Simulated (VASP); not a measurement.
BN, 8 atoms in the cell. It takes space group P4_132 (No. 213, cubic). The conventional cell has a = 4.019 Å, b = 4.019 Å, c = 4.019 Å, α = 90.00°, β = 90.00°, γ = 90.00°. Within 1.9 Å of B (site symmetry 32) lie 3 N at 1.42 Å. N (site symmetry 32) has 3 B at 1.42 Å within 1.9 Å. 

```yaml
Program: VASP 6.6.1
Task: relaxation of cell and atoms
Functional: PBE
Potentials_or_basis: VASP PAW PBE potentials, release 64 (B, N)
Cutoff: 600 eV
k_mesh: 4 × 4 × 4
Occupations: gaussian, width 0.1 eV
Spin: no spin polarisation
Dipole_correction: no
Further_INCAR_settings: ALGO = Normal; EDIFF = 1e-06; IBRION = 2; EDIFFG = -0.04; NSW = 90; ISIF = 3
```

Potentials or basis: VASP PAW PBE potentials, release 64 (B, N).

Launch:

```bash
$ cat potpaw_PBE.64/B/POTCAR potpaw_PBE.64/N/POTCAR > POTCAR
$ mpirun -np 1 vasp_std > vasp.out
```

Hardware: 1 thread of Intel(R) Xeon(R) 6975P-C (Granite Rapids), with other jobs on the host.

Problem. How long does it take, and how much memory?

Solution. It took 23 s on 1 thread of Intel(R) Xeon(R) 6975P-C (Granite Rapids), on a shared host, peak memory 0.17 GiB. Counts: scf iterations 30, k points 10, ion steps 3.
